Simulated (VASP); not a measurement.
**TaN: single point with PBEsol**

The system is TaN.

```
Ta N
1.0
     2.94511    0.00000    0.00000
    -1.47256    2.55054    0.00000
     0.00000    0.00000    5.21471
Ta N
2 2
Direct
  0.33333 0.66667 0.98785
  0.66667 0.33333 0.48785
  0.33333 0.66667 0.39715
  0.66667 0.33333 0.89715
```

This cell differs from its parent crystal: strained.

```json
{
  "Program": "VASP 6.6.1",
  "Task": "single point",
  "Functional": "PBEsol",
  "Potentials or basis": "VASP PAW PBE potentials, release 64 (Ta_pv, N)",
  "Cutoff": "520 eV",
  "k mesh": "15 × 15 × 8",
  "Occupations": "gaussian, width 0.1 eV",
  "Spin": "no spin polarisation",
  "Dipole correction": "no",
  "Further INCAR settings": "ALGO = Normal; EDIFF = 1e-07; NBANDS = 24"
}
```

The pressure is 167.0 GPa. The largest force is 7.387 eV/Å. The band gap on the k mesh is zero (band 16 reaches 11.22 eV, above the bottom of band 17 at 8.18 eV).

Forces on the atoms (eV/Å):
```
Ta   0.000  0.000  7.387
Ta   0.000  0.000  7.387
N    0.000  0.000 -7.387
N    0.000  0.000 -7.387
```

Stress tensor (GPa, compression positive):
```
216.07   0.00   0.00
  0.00 216.07   0.00
  0.00   0.00  68.87
```

Levels at points of the mesh, in eV from the Fermi level:
```
           k point  band 12  band 13  band 14  band 15  band 16  band 17  band 18  band 19  band 20  band 21
(0.00, 0.00, 0.00)    -8.77    -8.73    -8.19    -0.64    -0.03    -0.03     2.78     2.78     3.70     4.07
(0.00, 0.00, 0.50)    -9.07    -9.07    -9.07     1.45     1.45     1.45     1.45     2.21     2.21     5.09
```

Wall time 51 s on 1 thread of AMD EPYC 9R45 96-Core Processor (Zen 5), on a shared host, peak memory 0.21 GiB.

Caveat: the cell differs from its parent crystal (strained); the PAW data sets were made with another functional, which shifts forces and pressure a little; spin-orbit coupling is left out, which moves the levels of the heavy elements.
